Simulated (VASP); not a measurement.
Crystal: MnO2.

```xyz
12
Lattice="0.0000 4.0200 4.0200 4.0200 0.0000 4.0200 4.0200 4.0200 0.0000" Properties=species:S:1:pos:R:3 pbc="T T T"
Mn    1.0050    1.0050    1.0050
Mn    3.0150    3.0150    1.0050
Mn    1.0050    3.0150    3.0150
Mn    3.0150    1.0050    3.0150
O     2.9021    2.9021    2.9021
O     5.1379    5.1379    2.9021
O     2.9021    5.1379    5.1379
O     5.1379    2.9021    5.1379
O     4.9121    4.9121    7.1479
O     7.1479    7.1479    7.1479
O     4.9121    7.1479    4.9121
O     7.1479    4.9121    4.9121
```

Base run:

* Program: VASP 6.6.1
* Functional: PBEsol
* Potentials or basis: VASP PAW PBE potentials, release 64 (Mn_pv, O)
* Cutoff: 520 eV
* k mesh: 5 × 5 × 5
* Occupations: fermi-dirac, width 0.05 eV
* Spin: collinear spin, ferromagnetic start
* Starting moments: [3.0, 3.0, 3.0, 3.0, 0.0, 0.0, 0.0, 0.0, 0.0, 0.0, 0.0, 0.0] μB
* Fixed moment: 12 μB

Its results: pressure -1.2 GPa; site moments Mn +2.82; O +0.05 μB; largest force 0.067 eV/Å.

Problem. After a change of settings the same cell gave: pressure -9.1 GPa; site moments Mn +1.08; O -0.04 μB; largest force 0.741 eV/Å. Which change was it?
A. fixed moment from 12 μB to 16 μB; moments at the start from [3.0, 3.0, 3.0, 3.0, 0.0, 0.0, 0.0, 0.0, to [4.0, 4.0, 4.0, 4.0, 0.0, 0.0, 0.0, 0.0,
B. fixed moment from 12 μB to 4 μB; moments at the start from [3.0, 3.0, 3.0, 3.0, 0.0, 0.0, 0.0, 0.0, to [1.0, 1.0, 1.0, 1.0, 0.0, 0.0, 0.0, 0.0,
C. fixed moment from 12 μB to 8 μB; moments at the start from [3.0, 3.0, 3.0, 3.0, 0.0, 0.0, 0.0, 0.0, to [2.0, 2.0, 2.0, 2.0, 0.0, 0.0, 0.0, 0.0,

Solution. B.

Caveats: the PAW data sets were made with another functional, which shifts forces and pressure a little; the total moment is fixed, so each spin has its own Fermi level and the state may be an excited one; the run started ferromagnetic, and an antiferromagnetic order may lie lower in energy; the cell stands under tension (at least some runs).
